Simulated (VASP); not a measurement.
# SiC (Fm-3m) in VASP: further runs

Runs on SiC. Level: PBE. Tasks: single point.

All numbers are computed with VASP 6.6.1; they aren't measurements. Logs are shortened: lines on timing, memory, paths and dates and some standing lists are left out, and cuts for length are marked.

## Step 1: The cell of the first run

Symmetry: Fm-3m, No. 225, cubic system. Conventional cell: a = 4.028 Å, b = 4.028 Å, c = 4.028 Å, α = 90.00°, β = 90.00°, γ = 90.00°. Within 2.7 Å of Si (site symmetry m-3m) lie 6 C at 2.01 Å. Within 2.7 Å of C (site symmetry m-3m) lie 6 Si at 2.01 Å.

## Step 2: Single point, PBE

Contents of INCAR:

```
PREC = Accurate ; ENCUT = 520
EDIFF = 1E-6 ; ISMEAR = -1
SIGMA = 0.02 ; LREAL = False
LASPH = True ; NELM = 80
ALGO = Normal ; ISIF = 2
LWAVE = False ; LCHARG = True
GGA = PE ; LELF = True
LVHAR = True ; NBANDS = 11
```

Contents of KPOINTS:

```
regular mesh
0
Gamma
  8 8 8
```

Contents of POSCAR:

```
SiC
1.0
    0.0000000000      2.0138687949      2.0138687949
    2.0138687949      0.0000000000      2.0138687949
    2.0138687949      2.0138687949      0.0000000000
Si C
1 1
Direct
    0.0000000000      0.0000000000      0.0000000000
    0.5000000000      0.5000000000      0.5000000000
```

Potentials or basis: VASP PAW PBE potentials, release 64 (Si, C).

Started as:

```console
$ cat potpaw_PBE.64/Si/POTCAR potpaw_PBE.64/C/POTCAR > POTCAR
$ mpirun -np 1 vasp_std > vasp.out
```

OUTCAR:

```text
PREC = Accurate
   ENCUT = 520
   EDIFF = 1E-6
   ISMEAR = -1
   LREAL = False
   LASPH = True
   NELM = 80
   ISIF = 2
   GGA = PE

 ion  position               nearest neighbor table
   1  0.000  0.000  0.000-   2 2.01   2 2.01   2 2.01   2 2.01   2 2.01   2 2.01
   2  0.500  0.500  0.500-   1 2.01   1 2.01   1 2.01   1 2.01   1 2.01   1 2.01

  LATTYP: Found a face centered cubic cell.
 ALAT       =     4.0277375898

  Lattice vectors:

 A1 = (   0.0000000000,   2.0138687949,   2.0138687949)
 A2 = (   2.0138687949,   0.0000000000,   2.0138687949)
 A3 = (   2.0138687949,   2.0138687949,   0.0000000000)

Analysis of symmetry for initial positions (statically):
=====================================================================
 Subroutine PRICEL returns:
 Original cell was already a primitive cell.

 Routine SETGRP: Setting up the symmetry group for a
 face centered cubic supercell.

 Subroutine GETGRP returns: Found 48 space group operations
 (whereof 48 operations were pure point group operations)
 out of a pool of 48 trial point group operations.

The static configuration has the point symmetry O_h .

Analysis of symmetry for dynamics (positions and initial velocities):
=====================================================================
 Subroutine PRICEL returns:
 Original cell was already a primitive cell.

 Routine SETGRP: Setting up the symmetry group for a
 face centered cubic supercell.

 Subroutine GETGRP returns: Found 48 space group operations
 (whereof 48 operations were pure point group operations)
 out of a pool of 48 trial point group operations.

The dynamic configuration has the point symmetry O_h .

 Subroutine INISYM returns: Found 48 space group operations
 (whereof 48 operations are pure point group operations),
 and found     1 'primitive' translations

----------------------------------------------------------------------------------------

                                     Primitive cell

  volume of cell :      16.3352

  direct lattice vectors                    reciprocal lattice vectors
     0.000000000  2.013868795  2.013868795    -0.248278339  0.248278339  0.248278339
     2.013868795  0.000000000  2.013868795     0.248278339 -0.248278339  0.248278339
     2.013868795  2.013868795  0.000000000     0.248278339  0.248278339 -0.248278339
[... 88 lines left out ...]
   IBRION =     -1    ionic relax: 0-MD 1-quasi-New 2-CG
   NFREE  =      0    steps in history (QN), initial steepest desc. (CG)
   ISIF   =      2    stress and relaxation
   ISYM   =      2    0-nonsym 1-usesym 2-fastsym
   POTIM  = 0.5000    time-step for ionic-motion
   TEBEG  =    0.0;   TEEND  =   0.0 temperature during run
   PSTRESS=    0.0 pullay stress
   NELECT =       8.0000    total number of electrons
   NUPDOWN=      -1.0000    fix difference up-down
   EMIN   =  10.00;   EMAX   =-10.00  energy-range for DOS
   EFERMI =   0.00;   METHOD = LEGACY
   ISMEAR =    -1;   SIGMA  =   0.02  broadening in eV -4-tet -1-fermi 0-gaus
   EFERMI_NEDOS =   21; number of points for ismear=-14 and -15
   IALGO  =     38    algorithm
   IMIX   =      4    mixing-type and parameters
     AMIX     =   0.40;   BMIX     =  1.00
     AMIX_MAG =   1.60;   BMIX_MAG =  1.00
  volume/ion in A,a.u.               =       8.17        55.12
  Fermi-wavevector in a.u.,A,eV,Ry     =   1.290418  2.438536 22.656121  1.665178
  Thomas-Fermi vector in A             =   2.422251
   LORBIT       =      0    0 simple, 1 ext, 2 COOP (PROOUT), +10 PAW based schemes
   GGA     = PE    functional components
   LHFCALC =     F    Hartree Fock is set to
   AEXX    =    0.0000 exact exchange contribution
   IVDW    =     0    specifies the selected vdW correction
   LEPSILON=     F    determine dielectric tensor
   LRPA    =     F    only Hartree local field effects (RPA)
 non-spin polarized calculation
  energy-cutoff  :      520.00
  volume of cell :       16.34
 maximum number of plane-waves:       459
 NGX is ok and might be reduce to    24
   NGX = 11   NGY = 11   NGZ = 11

 number of electron       8.0000000 magnetization

 Free energy of the ion-electron system (eV)
  ---------------------------------------------------
  ext. energy  EPLUGINS =         0.00000000
  ---------------------------------------------------
  free energy    TOTEN  =       -13.56432451 eV

  energy without entropy =      -13.56361192  energy(sigma->0) =      -13.56396821

 E-fermi :  12.6799     XC(G=0): -12.7673

 val. band max:       12.6436839868   @ k =   0.0000   0.0000   0.0000
 cond. band min:      12.6973028912   @ k =  -0.1250   0.1250   0.0000
 fundamental gap:      0.0536189044
 Fermi energy:        12.6799464778

 k-point     1 :       0.0000    0.0000    0.0000
  band No.  band energies     occupation
      1      -6.0079      2.00000
      2      12.6437      1.71948
      3      12.6437      1.71948
      4      12.6437      1.71948
      5      20.3950      0.00000
      6      21.5924      0.00000
      7      21.5924      0.00000
      8      21.5924      0.00000
      9      25.5539      0.00000
     10      25.5539      0.00000
     11      25.5539      0.00000
[... 309 lines left out ...]
 k-point    24 :      -0.3750    0.2500    0.1250
  band No.  band energies     occupation
      1       0.0819      2.00000
      2       2.0127      2.00000
      3       7.8578      2.00000
      4       9.3078      2.00000
      5      16.6994      0.00000
      6      19.0321      0.00000
      7      22.5405      0.00000
      8      25.0439      0.00000
      9      27.1076      0.00000
     10      27.8021      0.00000
     11      31.5977      0.00000

 [... further k-points ...]

------------------------ aborting loop because EDIFF is reached ----------------------------------------

  FORCE on cell =-STRESS in cart. coord.  units (eV):
  Direction    XX          YY          ZZ          XY          YZ          ZX
  --------------------------------------------------------------------------------------
  -------------------------------------------------------------------------------------
  Total        0.6383858      0.6383858      0.6383858     -0.0000000     -0.0000000     -0.0000000
  in kB       62.6138287     62.6138287     62.6138287     -0.0000000     -0.0000000     -0.0000000
  external PRESSURE =      62.6138287 kB  Pullay stress =       0.0000000 kB

 VOLUME and BASIS-vectors are now :
 -----------------------------------------------------------------------------
  energy-cutoff  :      520.00
  volume of cell :       16.34
      direct lattice vectors                 reciprocal lattice vectors
     0.000000000  2.013868795  2.013868795    -0.248278339  0.248278339  0.248278339
     2.013868795  0.000000000  2.013868795     0.248278339 -0.248278339  0.248278339
     2.013868795  2.013868795  0.000000000     0.248278339  0.248278339 -0.248278339

 POSITION                                       TOTAL-FORCE (eV/Angst)
 -----------------------------------------------------------------------------------
      0.00000      0.00000      0.00000        -0.000000     -0.000000     -0.000000
      2.01387      2.01387      2.01387         0.000000      0.000000      0.000000
 -----------------------------------------------------------------------------------
    total drift:                               -0.000000     -0.000000      0.000000

  FREE ENERGIE OF THE ION-ELECTRON SYSTEM (eV)
  ---------------------------------------------------
  free  energy   TOTEN  =       -13.5643245050 eV

  energy  without entropy=      -13.5636119236  energy(sigma->0) =      -13.56396821
```

It took 5.3 s on 1 thread of AMD EPYC 7R13 (Zen 3), shared host; peak memory 0.1 GiB.

Results:

```
Free energy            : -13.5643 eV
Pressure               : 6.3 GPa
Band gap on the k mesh : zero (bands 4 and 5 overlap by 0.89 eV)
```

Caveat: the cell stands under pressure.

## Step 3: Single point, PBE

Contents of INCAR:

```
SYSTEM = SiC
ALGO = Normal
EDIFF = 1E-6
ENCUT = 520
GGA = PE
ISIF = 2
ISMEAR = -1
LASPH = .True.
LCHARG = .False.
LREAL = .False.
LWAVE = .False.
NBANDS = 11
NELM = 80
PREC = Accurate
SIGMA = 0.02
```

Contents of KPOINTS:

```
k-points
0
Gamma
  8 8 8
  0 0 0
```

POSCAR is that of step 2.

Potentials or basis: VASP PAW PBE potentials, release 64 (Si, C).

Started as:

```console
$ cat potpaw_PBE.64/Si/POTCAR potpaw_PBE.64/C/POTCAR > POTCAR
$ mpirun -np 1 vasp_std > vasp.out
```

Wall time 4.9 s (1 thread of AMD EPYC 7R13 (Zen 3), shared host); peak memory 0.1 GiB.

The run converged. Its results:

```
Free energy            : -13.5643 eV
Pressure               : 6.3 GPa
Band gap on the k mesh : zero (bands 4 and 5 overlap by 0.89 eV)
```

Levels at points of the mesh, in eV from the Fermi level:
| k point | band 2 | band 3 | band 4 | band 5 | band 6 | band 7 |
| --- | --- | --- | --- | --- | --- | --- |
| (0.00, 0.00, 0.00) | -0.04 | -0.04 | -0.04 | 7.72 | 8.91 | 8.91 |
| (0.50, 0.00, 0.00) | -11.70 | -1.13 | -1.13 | 5.30 | 5.30 | 5.97 |
| (0.50, 0.50, 0.00) | -9.98 | -4.40 | -4.40 | -0.87 | 2.43 | 15.03 |

Caveat: the cell stands under pressure.
